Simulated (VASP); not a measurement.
Cd, 1 atom in the cell. The structure is cubic, space group Fm-3m (No. 225). Conventional cell: a = 4.547 Å, b = 4.547 Å, c = 4.547 Å, α = 90.00°, β = 90.00°, γ = 90.00°. Within 4.2 Å of Cd (site symmetry m-3m) lie 12 Cd at 3.21 Å. This isn't the form of Cd at room conditions, which is hcp.

- Program: VASP 6.6.1
- Task: single point
- Functional: r2SCAN
- Potentials or basis: VASP PAW PBE potentials, release 64 (Cd)
- Cutoff: 550 eV
- k mesh: 14 × 14 × 14
- Occupations: fermi-dirac, width 0.1 eV
- Spin: no spin polarisation
- Dipole correction: no
- Further INCAR settings: ALGO = Normal; EDIFF = 1e-06; NBANDS = 12

Potentials or basis: VASP PAW PBE potentials, release 64 (Cd).

Launch:

```sh
$ cat potpaw_PBE.64/Cd/POTCAR > POTCAR
$ cp INCAR.step1 INCAR
$ mpirun -np 1 vasp_std > vasp.out
$ cp INCAR.step2 INCAR
$ mpirun -np 1 vasp_std > vasp.out
```

Hardware: 1 thread of Intel Xeon 8259CL, with other jobs on the host.

Question: Estimate the wall time of this run.

Answer: Wall time 2.1 min on 1 thread of Intel Xeon 8259CL, on a shared host, peak memory 0.18 GiB. Counts: k points 104.
